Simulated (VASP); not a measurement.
# Zn5O (P6/mmm) in VASP: relaxation of cell and atoms with PBE

Aim: the relaxation of cell and atoms of Zn5O with PBE.

Program: VASP 6.6.1. These are calculated values, not measurements. Logs are shortened: lines on timing, memory, paths and dates and some standing lists are left out, and cuts for length are marked.

## 1. The cell of the first run

It takes space group P6/mmm (No. 191, hexagonal). The conventional cell has a = 4.922 Å, b = 4.922 Å, c = 4.136 Å, α = 90.00°, β = 90.00°, γ = 120.00°. Within 3.3 Å of Zn (site symmetry mmm) lie 8 Zn at 2.46 to 2.51 Å and 4 O at 3.21 Å. Zn (site symmetry -6m2) has 9 Zn at 2.51 to 2.84 Å and 3 O at 2.84 Å within 3.3 Å. O (site symmetry 6/mmm) has 18 Zn at 2.84 to 3.21 Å within 3.7 Å.

The cell was generated, and may not be a known phase.

## 2. Relaxation of cell and atoms, PBE, collinear spin, ferromagnetic start

INCAR

```
  ALGO = Normal
  EDIFF = 1E-7
  EDIFFG = -0.04
  ENCUT = 600
  GGA = PE
  IBRION = 2
  ISIF = 3
  ISMEAR = 0
  ISPIN = 2
  LASPH = T
  LCHARG = F
  LORBIT = 11
  LREAL = F
  LWAVE = F
  MAGMOM = 0 0 0 0 0 1
  NELM = 150
  NSW = 90
  PREC = Accurate
  SIGMA = 0.1
```

KPOINTS

```
k-points
0
Gamma
  6 6 4
```

POSCAR

```
Zn5O
1.0
    4.9224642100      0.0000000000      0.0000000000
   -2.4612321000      4.2629790500      0.0000000000
    0.0000000000      0.0000000000      4.1359137800
Zn O
5 1
Direct
    0.0000000000      0.5000000000      0.5000000000
    0.3333333300      0.6666666700      0.0000000000
    0.6666666700      0.3333333300      0.0000000000
    0.5000000000      0.0000000000      0.5000000000
    0.5000000000      0.5000000000      0.5000000000
    0.0000000000      0.0000000000      0.0000000000
```

Potentials or basis: VASP PAW PBE potentials, release 64 (Zn, O).

On the command line:

```console
$ cat potpaw_PBE.64/Zn/POTCAR potpaw_PBE.64/O/POTCAR > POTCAR
$ mpirun -np 1 vasp_std > vasp.out
```

OUTCAR:

```text
EDIFF = 1E-7
   EDIFFG = -0.04
   ENCUT = 600
   GGA = PE
   IBRION = 2
   ISIF = 3
   ISMEAR = 0
   ISPIN = 2
   LASPH = T
   LORBIT = 11
   LREAL = F
   NELM = 150
   NSW = 90
   PREC = Accurate

 ion  position               nearest neighbor table
   1  0.000  0.500  0.500-   4 2.46   4 2.46   5 2.46   5 2.46   2 2.51   3 2.51   2 2.51   3 2.51

   2  0.333  0.667  0.000-   4 2.51   4 2.51   1 2.51   1 2.51   5 2.51   5 2.51   3 2.84   3 2.84
                             3 2.84
   3  0.667  0.333  0.000-   4 2.51   4 2.51   1 2.51   1 2.51   5 2.51   5 2.51   2 2.84   2 2.84
                             2 2.84
   4  0.500  0.000  0.500-   5 2.46   5 2.46   1 2.46   1 2.46   2 2.51   3 2.51   3 2.51   2 2.51

   5  0.500  0.500  0.500-   4 2.46   4 2.46   1 2.46   1 2.46   2 2.51   3 2.51   3 2.51   2 2.51

   6  0.000  0.000  0.000-

  LATTYP: Found a hexagonal cell.
 ALAT       =     4.9224642100
 C/A-ratio  =     0.8402120571

  Lattice vectors:

 A1 = (   4.9224642100,   0.0000000000,   0.0000000000)
 A2 = (  -2.4612321000,   4.2629790500,   0.0000000000)
 A3 = (   0.0000000000,   0.0000000000,   4.1359137800)

Analysis of symmetry for initial positions (statically):
=====================================================================
 Subroutine PRICEL returns:
 Original cell was already a primitive cell.

 Routine SETGRP: Setting up the symmetry group for a
 hexagonal supercell.

 Subroutine GETGRP returns: Found 24 space group operations
 (whereof 24 operations were pure point group operations)
 out of a pool of 24 trial point group operations.

The static configuration has the point symmetry D_6h.

Analysis of symmetry for dynamics (positions and initial velocities):
=====================================================================
 Subroutine PRICEL returns:
 Original cell was already a primitive cell.

 Routine SETGRP: Setting up the symmetry group for a
 hexagonal supercell.

 Subroutine GETGRP returns: Found 24 space group operations
 (whereof 24 operations were pure point group operations)
 out of a pool of 24 trial point group operations.

The dynamic configuration has the point symmetry D_6h.

Analysis of structural, dynamic, and magnetic symmetry:
=====================================================================
 Subroutine PRICEL returns:
 Original cell was already a primitive cell.

 Routine SETGRP: Setting up the symmetry group for a
 hexagonal supercell.

[... 126 lines left out ...]
   IMIX   =      4    mixing-type and parameters
     AMIX     =   0.40;   BMIX     =  1.00
     AMIX_MAG =   1.60;   BMIX_MAG =  1.00
  volume/ion in A,a.u.               =      14.46        97.61
  Fermi-wavevector in a.u.,A,eV,Ry     =   1.494286  2.823791 30.380322  2.232891
  Thomas-Fermi vector in A             =   2.606578
   LORBIT       =     11    0 simple, 1 ext, 2 COOP (PROOUT), +10 PAW based schemes
   GGA     = PE    functional components
   LHFCALC =     F    Hartree Fock is set to
   AEXX    =    0.0000 exact exchange contribution
   IVDW    =     0    specifies the selected vdW correction
   LEPSILON=     F    determine dielectric tensor
   LRPA    =     F    only Hartree local field effects (RPA)
 conjugate gradient relaxation of ions
 spin polarized calculation
 Gauss-broadening in eV      SIGMA  =   0.10
  energy-cutoff  :      600.00
  volume of cell :       86.79
 maximum number of plane-waves:      2919
 NGX is ok and might be reduce to    40
   NGX = 19   NGY = 19   NGZ = 17

--------------------------------------- Ionic step        1  -------------------------------------------

 number of electron      65.9999982 magnetization       0.0005089

 number of electron      65.9999982 magnetization      -0.0000972

 Free energy of the ion-electron system (eV)
  ---------------------------------------------------
  ext. energy  EPLUGINS =         0.00000000
  ---------------------------------------------------
  free energy    TOTEN  =        -8.36740696 eV

  energy without entropy =       -8.33571166  energy(sigma->0) =       -8.35155931

------------------------ aborting loop because EDIFF is reached ----------------------------------------

  FORCE on cell =-STRESS in cart. coord.  units (eV):
  Direction    XX          YY          ZZ          XY          YZ          ZX
  --------------------------------------------------------------------------------------
  -------------------------------------------------------------------------------------
  Total        3.5973715      3.5973715      6.5260804      0.0000000      0.0000000      0.0000000
  in kB       66.4092585     66.4092584    120.4746735      0.0000001      0.0000000      0.0000000
  external PRESSURE =      84.4310635 kB  Pullay stress =       0.0000000 kB
[... 195 lines left out ...]
 number of electron      65.9999977 magnetization       0.0000047

 number of electron      65.9999977 magnetization      -0.0002603

 Free energy of the ion-electron system (eV)
  ---------------------------------------------------
  ext. energy  EPLUGINS =         0.00000000
  ---------------------------------------------------
  free energy    TOTEN  =        -8.60753807 eV

  energy without entropy =       -8.56939392  energy(sigma->0) =       -8.58846599

 E-fermi :   1.7979     XC(G=0): -10.7325

 val. band max:        1.7416196316   @ k =   0.3333   0.1667   0.2500
 cond. band min:       1.8180637200   @ k =   0.3333   0.0000   0.5000
 fundamental gap:      0.0764440884
 Fermi energy:         1.7978806306

 spin component 1

 k-point     1 :       0.0000    0.0000    0.0000
  band No.  band energies     occupation
      1     -14.1237      1.00000
      2      -8.1397      1.00000
      3      -6.6448      1.00000
      4      -6.6429      1.00000
      5      -6.6429      1.00000
      6      -6.4863      1.00000
[... 892 lines left out ...]
     39       8.2641      0.00000
     40       8.4633      0.00000
 Fermi energy:         1.7978806306

 spin component 2

 k-point     1 :       0.0000    0.0000    0.0000
  band No.  band energies     occupation
      1     -14.1240      1.00000
      2      -8.1397      1.00000
      3      -6.6448      1.00000
      4      -6.6429      1.00000
      5      -6.6429      1.00000
      6      -6.4863      1.00000
[... 925 lines left out ...]
  FREE ENERGIE OF THE ION-ELECTRON SYSTEM (eV)
  ---------------------------------------------------
  free  energy   TOTEN  =        -8.6075380722 eV

  energy  without entropy=       -8.5693939153  energy(sigma->0) =       -8.58846599

 reached required accuracy - stopping structural energy minimisation

 total charge

# of ion       s       p       d       tot
------------------------------------------
    1        0.636   0.444   9.729  10.809
    2        0.601   0.380   9.729  10.710
    3        0.601   0.380   9.729  10.710
    4        0.636   0.444   9.729  10.809
    5        0.636   0.444   9.729  10.809
    6        1.602   3.121   0.000   4.724
--------------------------------------------------
tot          4.714   5.214  48.644  58.572

 magnetization (x)

# of ion       s       p       d       tot
------------------------------------------
    1       -0.000  -0.000  -0.000  -0.000
    2       -0.000  -0.000  -0.000  -0.000
    3       -0.000  -0.000  -0.000  -0.000
    4       -0.000  -0.000  -0.000  -0.000
    5       -0.000  -0.000  -0.000  -0.000
    6       -0.000  -0.000   0.000  -0.000
--------------------------------------------------
tot         -0.000  -0.000  -0.000  -0.000
```

Wall time 11 min (1 thread of Intel Xeon 6975P-C (Granite Rapids), shared host); peak memory 0.35 GiB.

Results:

```yaml
Free_energy: -8.6075 eV
Relaxed_volume: 15.91 Å³/atom
Relaxed_cell: a = 5.013 Å, b = 5.013 Å, c = 4.385 Å, α = 90.00°, β = 90.00°, γ = 120.00°
Space_group_after_relaxing_to_0.1_Å: P6/mmm (No. 191)
Energy_gained_by_relaxing: 40.0 meV/atom
Ionic_steps: 6
Pressure_after_relaxing: -0.1 GPa
Band_gap_on_the_k_mesh: zero (filled and empty bands overlap)
Net_moment: 0.00 μB per cell
Valence_electrons_inside_the_program's_atomic_spheres: Zn 10.81, 10.71 (each value once); O 4.72
```

Step by step:
| step | energy change (eV) | largest force (eV/Å) | pressure (GPa) | volume (Å³) |
| --- | --- | --- | --- | --- |
| 1 | 0.0000 | 0.0000 | 8.44 | 86.79 |
| 2 | -0.2329 | 0.0000 | -0.66 | 96.70 |
| 3 | -0.2343 | 0.0000 | -0.10 | 95.87 |
| 4 | -0.2343 | 0.0000 | -0.23 | 96.06 |
| 5 | -0.2361 | 0.0000 | -0.21 | 95.91 |
| 6 | -0.2401 | 0.0000 | -0.14 | 95.45 |

Final structure:
```xyz
6
Lattice="5.0132 0.0000 0.0000 -2.5066 4.3416 0.0000 0.0000 0.0000 4.3852" Properties=species:S:1:pos:R:3 pbc="T T T"
Zn   -1.2533    2.1708    2.1926
Zn    0.0000    2.8944    0.0000
Zn    2.5066    1.4472    0.0000
Zn    0.0000    4.3416    2.1926
Zn    1.2533    2.1708    2.1926
O    -2.5066    4.3416    0.0000
```

Levels at points of the mesh, in eV from the Fermi level:
Spin up:
```
           k point  band 29  band 30  band 31  band 32  band 33  band 34  band 35  band 36  band 37  band 38
(0.00, 0.00, 0.00)    -2.47    -2.04    -2.04    -0.70    -0.70    -0.07     0.63     2.10     2.10     5.90
(0.50, 0.00, 0.00)    -3.19    -1.29    -1.13    -0.56    -0.08     0.10     2.00     2.26     2.60     5.54
(0.00, 0.00, 0.50)    -2.48    -1.59    -1.59    -1.00     0.69     0.69     1.42     1.67     1.67     1.68
(0.50, 0.00, 0.50)    -5.16    -3.12    -2.37    -1.87    -0.24    -0.17     1.40     1.79     4.26     7.05
```
Spin down:
```csv
k point,band 29,band 30,band 31,band 32,band 33,band 34,band 35,band 36,band 37,band 38
"(0.00, 0.00, 0.00)",-2.47,-2.04,-2.04,-0.70,-0.70,-0.07,0.63,2.10,2.10,5.90
"(0.50, 0.00, 0.00)",-3.19,-1.29,-1.13,-0.56,-0.08,0.10,2.00,2.26,2.60,5.54
"(0.00, 0.00, 0.50)",-2.48,-1.59,-1.59,-1.00,0.69,0.69,1.42,1.67,1.67,1.68
"(0.50, 0.00, 0.50)",-5.16,-3.12,-2.37,-1.87,-0.24,-0.17,1.40,1.79,4.26,7.05
```

Caveat: the k points lie up to 0.36 Å⁻¹ apart in the final cell, too coarse for converged energies and pressures of a metal.

The gap in the log of VASP goes by the Fermi energy; the results here count the filled bands.